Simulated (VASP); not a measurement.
Ni: single point with PBEsol

The system is Ni, a slab with vacuum.

```
Ni
1.0
     2.44882    0.00000    0.00000
    -1.22441    2.12074    0.00000
     0.00000    0.00000   24.99725
Ni
6
Direct
  0.66667 0.33333 0.30003
  0.33333 0.66667 0.38002
  0.00000 0.00000 0.46001
  0.66667 0.33333 0.53999
  0.33333 0.66667 0.61998
  0.00000 0.00000 0.69997
```

```
Program                : VASP 6.6.1
Task                   : single point
Functional             : PBEsol
Potentials or basis    : VASP PAW PBE potentials, release 64 (Ni)
Cutoff                 : 520 eV
k mesh                 : 15 × 15 × 1
Occupations            : gaussian, width 0.1 eV
Spin                   : collinear spin, ferromagnetic start
Starting moments       : [0.73, 0.73, 0.73, 0.73, 0.73, 0.73] μB
Dipole correction      : yes
Further INCAR settings : ALGO = Normal; EDIFF = 1e-06; NBANDS = 43
```

The largest force is 0.170 eV/Å, the net moment is 3.89 μB per cell and the site moments are Ni +0.66, +0.68, +0.64 (each value once) μB. The valence electrons inside the program's atomic spheres are Ni 9.24, 9.39, 9.40 (each value once).

Forces in eV/Å, atoms in the order of the input:
```
Ni   0.000  0.000  0.170
Ni   0.000  0.000 -0.142
Ni   0.000  0.000 -0.037
Ni   0.000  0.000  0.037
Ni   0.000  0.000  0.142
Ni   0.000  0.000 -0.170
```

Levels at points of the mesh, in eV from the Fermi level:
Spin up:
```
           k point  band 28  band 29  band 30  band 31  band 32  band 33  band 34  band 35  band 36  band 37
(0.00, 0.00, 0.00)    -1.19    -1.19    -0.92    -0.92    -0.69    -0.69    -0.61    -0.61    -0.37     0.07
```
Spin down:
```csv
k point,band 24,band 25,band 26,band 27,band 28,band 29,band 30,band 31
"(0.00, 0.00, 0.00)",-0.71,-0.71,-0.67,-0.67,-0.50,-0.50,-0.27,-0.22
```

Wall time 17 min on 1 thread of Intel Xeon 8259CL, with other jobs on the host, peak memory 0.42 GiB.

Caveat: the PAW data sets were made with another functional, which shifts forces and pressure a little.
